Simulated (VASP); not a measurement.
## Al: single point with PBEsol

The system is Al.

```xyz
2
Lattice="4.0125 0.0000 0.0189 0.0000 4.0125 0.0000 -1.9968 0.0000 2.0062" Properties=species:S:1:pos:R:3 pbc="T T T"
Al    0.0000    0.0000    0.0000
Al    2.0063    2.0063    0.0094
```

| Property | Result |
| --- | --- |
| Program | VASP 6.6.1 |
| Task | single point |
| Functional | PBEsol |
| Potentials or basis | VASP PAW PBE potentials, release 64 (Al) |
| Cutoff | 520 eV |
| k mesh | 9 × 9 × 17 |
| Occupations | gaussian, width 0.1 eV |
| Spin | no spin polarisation |

```json
{
 "Pressure": "-0.1 GPa",
 "Band gap on the k mesh": "zero (band 3 reaches 15.13 eV, above the bottom of band 4 at 4.19 eV)"
}
```

Stress tensor (GPa, compression positive):
```
 0.20  0.00  0.01
 0.00 -0.63  0.00
 0.01  0.00  0.06
```

Levels at points of the mesh, in eV from the Fermi level:
```
           k point  band 1  band 2  band 3  band 4  band 5  band 6  band 7
(0.00, 0.00, 0.00)  -11.26   -2.95   -1.60    5.22    5.45    5.79    9.17
```

It took 8.6 min on 1 thread of AMD EPYC 7R13, with other jobs on the host, peak memory 0.26 GiB.

Caveat: the PAW data sets were made with another functional, which shifts forces and pressure a little.
